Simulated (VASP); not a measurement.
# H10CO6 in VASP: a series of runs, part 2 of 2

VASP 6.6.1. Earlier steps stand in the parts before.

### Step 3. Single point, r2SCAN

POSCAR

```
H10CO6
1.0
    5.2704420000      0.0000000000      0.0000000000
    0.0000000000      5.2704420000      0.0000000000
    0.0000000000      0.0000000000      5.2704420000
O H C
6 10 1
Direct
    0.1383944648      0.5148714282      0.1415630795
    0.3850910417      0.9907518193      0.9128646136
    0.9593882259      0.0940148853      0.7011935621
    0.7051970214      0.2395245029      0.2727285491
    0.5592699815      0.7274152718      0.3655291150
    0.4329048683      0.4971120069      0.7003397438
    0.1707826402      0.4841719158     -0.0451005817
    0.1940064989      0.3400094337      0.1818822786
    0.2452545726      1.0623207693      0.8202917326
    0.3823967705      0.8134232385      0.8700408808
    0.9157296485      0.1411266835      0.5250223795
    0.8045055804      0.0363916347      0.7764244441
    0.6458281867      0.1322279991      0.1355863512
    0.8175974615      0.3755662239      0.1967197438
    0.3772169393      0.7257835301      0.3292133753
    0.7998949614      0.5928155551      0.6305922729
    0.5943903756      0.5916012357      0.5733105497
```

INCAR.step1

```
SYSTEM = H10CO6
PREC = Accurate ; ENCUT = 910
ISMEAR = -1 ; SIGMA = 0.05
LREAL = Auto ; LASPH = .TRUE.
NELM = 120 ; NBANDS = 39
GGA = PE ; ALGO = Normal
EDIFF = 1E-5 ; LWAVE = .TRUE.
LCHARG = .FALSE. ; GGA_COMPAT = .FALSE.
```

INCAR.step2

```
SYSTEM = H10CO6
PREC = Accurate ; ENCUT = 910
EDIFF = 1E-6 ; ISMEAR = -1
SIGMA = 0.05 ; LREAL = Auto
LASPH = .TRUE. ; NELM = 120
ALGO = Normal ; ISIF = 2
LWAVE = .FALSE. ; LCHARG = .FALSE.
METAGGA = R2SCAN ; LMIXTAU = .TRUE.
NBANDS = 39 ; ISTART = 1
GGA_COMPAT = .FALSE.
```

KPOINTS

```
Automatic mesh
0
G
  1 1 1
  0 0 0
```

Potentials or basis: VASP PAW PBE potentials, release 64 (O_h, H_h, C_h).

Run with:

```
$ cat potpaw_PBE.64/O_h/POTCAR potpaw_PBE.64/H_h/POTCAR potpaw_PBE.64/C_h/POTCAR > POTCAR
$ cp INCAR.step1 INCAR
$ mpirun -np 1 vasp_gam > vasp.out
$ cp INCAR.step2 INCAR
$ mpirun -np 1 vasp_gam > vasp.out
```

OUTCAR:

```text
SYSTEM = H10CO6
   PREC = Accurate
   ENCUT = 910
   EDIFF = 1E-6
   ISMEAR = -1
   LREAL = Auto
   LASPH = .TRUE.
   NELM = 120
   ISIF = 2
   METAGGA = R2SCAN
   ISTART = 1

 ion  position               nearest neighbor table
   1  0.138  0.515  0.142-   8 0.99   7 1.01
   2  0.385  0.991  0.913-   9 0.96  10 0.96
   3  0.959  0.094  0.701-  12 0.96  11 0.99
   4  0.705  0.240  0.273-  13 0.97  14 1.01
   5  0.559  0.727  0.366-  15 0.98  17 1.32
   6  0.433  0.497  0.700-  17 1.19
   7  0.171  0.484  0.955-   1 1.01
   8  0.194  0.340  0.182-   1 0.99
   9  0.245  0.062  0.820-   2 0.96
  10  0.382  0.813  0.870-   2 0.96
  11  0.916  0.141  0.525-   3 0.99
  12  0.805  0.036  0.776-   3 0.96
  13  0.646  0.132  0.136-   4 0.97
  14  0.818  0.376  0.197-   4 1.01
  15  0.377  0.726  0.329-   5 0.98
  16  0.800  0.593  0.631-  17 1.12
  17  0.594  0.592  0.573-  16 1.12   6 1.19   5 1.32

  LATTYP: Found a simple cubic cell.
 ALAT       =     5.2704420000

  Lattice vectors:

 A1 = (   5.2704420000,   0.0000000000,   0.0000000000)
 A2 = (   0.0000000000,   5.2704420000,   0.0000000000)
 A3 = (   0.0000000000,   0.0000000000,   5.2704420000)

Analysis of symmetry for initial positions (statically):
=====================================================================
 Subroutine PRICEL returns:
 Original cell was already a primitive cell.

 Routine SETGRP: Setting up the symmetry group for a
 simple cubic supercell.

 Subroutine GETGRP returns: Found  1 space group operations
 (whereof  1 operations were pure point group operations)
 out of a pool of 48 trial point group operations.

The static configuration has the point symmetry C_1 .

Analysis of symmetry for dynamics (positions and initial velocities):
=====================================================================
 Subroutine PRICEL returns:
 Original cell was already a primitive cell.

 Routine SETGRP: Setting up the symmetry group for a
 simple cubic supercell.

 Subroutine GETGRP returns: Found  1 space group operations
 (whereof  1 operations were pure point group operations)
 out of a pool of 48 trial point group operations.

The dynamic configuration has the point symmetry C_1 .

 Subroutine INISYM returns: Found  1 space group operations
 (whereof  1 operations are pure point group operations),
 and found     1 'primitive' translations

----------------------------------------------------------------------------------------

                                     Primitive cell

  volume of cell :     146.4000

  direct lattice vectors                    reciprocal lattice vectors
     5.270442000  0.000000000  0.000000000     0.189737407  0.000000000  0.000000000
     0.000000000  5.270442000  0.000000000     0.000000000  0.189737407  0.000000000
     0.000000000  0.000000000  5.270442000     0.000000000  0.000000000  0.189737407

  length of vectors
     5.270442000  5.270442000  5.270442000     0.189737407  0.189737407  0.189737407

  position of ions in fractional coordinates (direct lattice)
     0.138394465  0.514871428  0.141563080
     0.385091042  0.990751819  0.912864614
     0.959388226  0.094014885  0.701193562
     0.705197021  0.239524503  0.272728549
     0.559269982  0.727415272  0.365529115
     0.432904868  0.497112007  0.700339744
[... 9 lines left out ...]
     0.799894961  0.592815555  0.630592273
     0.594390376  0.591601236  0.573310550

  ion indices of the primitive-cell ions
   primitive index   ion index
                 1           1
                 2           2
                 3           3
                 4           4
                 5           5
                 6           6
[... 9 lines left out ...]
                16          16
                17          17

----------------------------------------------------------------------------------------

 KPOINTS: Automatic mesh

Automatic generation of k-mesh.
 Grid dimensions read from file:
 generate k-points for:    1    1    1

 Generating k-lattice:

  Cartesian coordinates                     Fractional coordinates (reciprocal lattice)
     0.189737407  0.000000000  0.000000000     1.000000000  0.000000000  0.000000000
     0.000000000  0.189737407  0.000000000     0.000000000  1.000000000  0.000000000
     0.000000000  0.000000000  0.189737407     0.000000000  0.000000000  1.000000000

  Length of vectors
     0.189737407  0.189737407  0.189737407

  Shift w.r.t. Gamma in fractional coordinates (k-lattice)
     0.000000000  0.000000000  0.000000000

 Subroutine IBZKPT returns following result:
 ===========================================

 Found      1 irreducible k-points:

 Following reciprocal coordinates:
            Coordinates               Weight
  0.000000  0.000000  0.000000      1.000000
   k-points           NKPTS =      1   k-points in BZ     NKDIM =      1   number of bands    NBANDS=     39
   number of dos      NEDOS =    301   number of ions     NIONS =     17
   total plane-waves  NPLWV = 157464
   dimension x,y,z NGX =    54 NGY =   54 NGZ =   54
   dimension x,y,z NGXF=   108 NGYF=  108 NGZF=  108
   ions per type =               6  10   1
   NGX,Y,Z   is equivalent  to a cutoff of  17.03, 17.03, 17.03 a.u.
   NGXF,Y,Z  is equivalent  to a cutoff of  34.07, 34.07, 34.07 a.u.
 SYSTEM =  H10CO6
   PREC   = accura    normal or accurate (medium, high low for compatibility)
   ISTART =      1    job   : 0-new  1-cont  2-samecut
   ICHARG =      0    charge: 1-file 2-atom 10-const
   ISPIN  =      1    spin polarized calculation?
   LNONCOLLINEAR =      F non collinear calculations
   LSORBIT =      F    spin-orbit coupling
   LASPH  =      T    aspherical Exc in radial PAW
   ENCUT  =  910.0 eV  66.88 Ry    8.18 a.u.  12.96 12.96 12.96*2*pi/ulx,y,z
   NELM   =    120;   NELMIN=  2; NELMDL=  0     # of ELM steps
   EDIFF  = 0.1E-05   stopping-criterion for ELM
   LREAL  =      T    real-space projection
   EDIFFG = 0.1E-04   stopping-criterion for IOM
   NSW    =      0    number of steps for IOM
   IBRION =     -1    ionic relax: 0-MD 1-quasi-New 2-CG
   NFREE  =      0    steps in history (QN), initial steepest desc. (CG)
   ISIF   =      2    stress and relaxation
   ISYM   =      2    0-nonsym 1-usesym 2-fastsym
   POTIM  = 0.5000    time-step for ionic-motion
   TEBEG  =    0.0;   TEEND  =   0.0 temperature during run
   PSTRESS=    0.0 pullay stress
   NELECT =      50.0000    total number of electrons
   NUPDOWN=      -1.0000    fix difference up-down
   EMIN   =  10.00;   EMAX   =-10.00  energy-range for DOS
   EFERMI =   0.00;   METHOD = LEGACY
   ISMEAR =    -1;   SIGMA  =   0.05  broadening in eV -4-tet -1-fermi 0-gaus
   EFERMI_NEDOS =   21; number of points for ismear=-14 and -15
   IALGO  =     38    algorithm
   IMIX   =      4    mixing-type and parameters
     AMIX     =   0.40;   BMIX     =  1.00
     AMIX_MAG =   1.60;   BMIX_MAG =  1.00
  volume/ion in A,a.u.               =       8.61        58.12
  Fermi-wavevector in a.u.,A,eV,Ry     =   1.144330  2.162469 17.816696  1.309490
  Thomas-Fermi vector in A             =   2.281022
   LORBIT       =      0    0 simple, 1 ext, 2 COOP (PROOUT), +10 PAW based schemes
   METAGGA = R2SCAN    functional components
   LHFCALC =     F    Hartree Fock is set to
   AEXX    =    0.0000 exact exchange contribution
   IVDW    =     0    specifies the selected vdW correction
   LEPSILON=     F    determine dielectric tensor
   LRPA    =     F    only Hartree local field effects (RPA)
 non-spin polarized calculation
  energy-cutoff  :      910.00
  volume of cell :      146.40
 maximum number of plane-waves:      4547
 NGX is ok and might be reduce to    50
   NGX = 25   NGY = 25   NGZ = 25

 number of electron      49.9999998 magnetization

 Free energy of the ion-electron system (eV)
  ---------------------------------------------------
  ext. energy  EPLUGINS =         0.00000000
  ---------------------------------------------------
  free energy    TOTEN  =       -96.22696785 eV

  energy without entropy =      -96.22696785  energy(sigma->0) =      -96.22696785

 E-fermi :  -1.5652     XC(G=0):  -8.3092

 val. band max:       -2.7894932502   @ k =   0.0000   0.0000   0.0000
 cond. band min:       3.4098880561   @ k =   0.0000   0.0000   0.0000
 fundamental gap:      6.1993813063
 Fermi energy:        -1.5652227220

 k-point     1 :       0.0000    0.0000    0.0000
  band No.  band energies     occupation
      1     -25.2528      2.00000
      2     -23.0189      2.00000
      3     -22.5573      2.00000
      4     -22.2594      2.00000
      5     -21.6839      2.00000
      6     -21.4980      2.00000
[... 29 lines left out ...]
     36      10.5413      0.00000
     37      11.0735      0.00000
 [bands above 37 left out]

------------------------ aborting loop because EDIFF is reached ----------------------------------------

  FORCE on cell =-STRESS in cart. coord.  units (eV):
  Direction    XX          YY          ZZ          XY          YZ          ZX
  --------------------------------------------------------------------------------------
  -------------------------------------------------------------------------------------
  Total        0.1420125      0.0438402     -0.3132210     -0.2678652     -0.8037659     -0.3363352
  in kB        1.5541608      0.4797801     -3.4278386     -2.9314721     -8.7962800     -3.6807960
  external PRESSURE =      -0.4646325 kB  Pullay stress =       0.0000000 kB

 VOLUME and BASIS-vectors are now :
 -----------------------------------------------------------------------------
  energy-cutoff  :      910.00
  volume of cell :      146.40
      direct lattice vectors                 reciprocal lattice vectors
     5.270442000  0.000000000  0.000000000     0.189737407  0.000000000  0.000000000
     0.000000000  5.270442000  0.000000000     0.000000000  0.189737407  0.000000000
     0.000000000  0.000000000  5.270442000     0.000000000  0.000000000  0.189737407

 POSITION                                       TOTAL-FORCE (eV/Angst)
 -----------------------------------------------------------------------------------
      0.72940      2.71360      0.74610         0.404987     -1.868201     -1.731168
      2.02960      5.22170      4.81120         1.193313     -0.313695      0.914496
      5.05640      0.49550      3.69560         0.222724      0.504109     -0.886905
      3.71670      1.26240      1.43740         1.430236      0.963531     -0.801289
      2.94760      3.83380      1.92650         0.122801     -0.015305      0.887206
      2.28160      2.62000      3.69110        -1.199825     -0.715089      0.720456
[... 9 lines left out ...]
      4.21580      3.12440      3.32350        -0.134600     -0.217924     -0.225042
      3.13270      3.11800      3.02160         1.511561      1.164062     -0.979301
 -----------------------------------------------------------------------------------
    total drift:                                0.006498      0.001101     -0.002305

  FREE ENERGIE OF THE ION-ELECTRON SYSTEM (eV)
  ---------------------------------------------------
  free  energy   TOTEN  =       -96.2269678533 eV

  energy  without entropy=      -96.2269678533  energy(sigma->0) =      -96.22696785
```

Wall time 2.1 min (1 thread of Intel Xeon 6975P-C (Granite Rapids), shared host); peak memory 0.39 GiB.

Results:

```
Free energy            : -96.2270 eV
Pressure               : 0.0 GPa
Largest force          : 2.579 eV/Å
Band gap on the k mesh : 6.20 eV
```

Forces in eV/Å, atoms in the order of the input:
```
O    0.405 -1.868 -1.731
O    1.193 -0.314  0.914
O    0.223  0.504 -0.887
O    1.430  0.964 -0.801
O    0.123 -0.015  0.887
O   -1.200 -0.715  0.720
H   -0.395  1.048  1.096
H   -0.037  0.766  0.685
H   -0.585  0.128 -0.416
H   -0.170  0.072  0.262
H   -0.426 -0.310  0.541
H   -0.454  0.035 -0.062
H   -0.178  0.162  0.117
H   -1.068 -1.209  0.346
H   -0.238 -0.194 -0.470
H   -0.135 -0.218 -0.225
C    1.512  1.164 -0.979
```

Caveat: the k points lie up to 1.19 Å⁻¹ apart; the cutoff is under 1.25 times the usual one of these potentials, so pressure, stress and relaxed cells hold a basis-set (Pulay) error; the PAW data sets were made with another functional, which shifts forces and pressure a little.
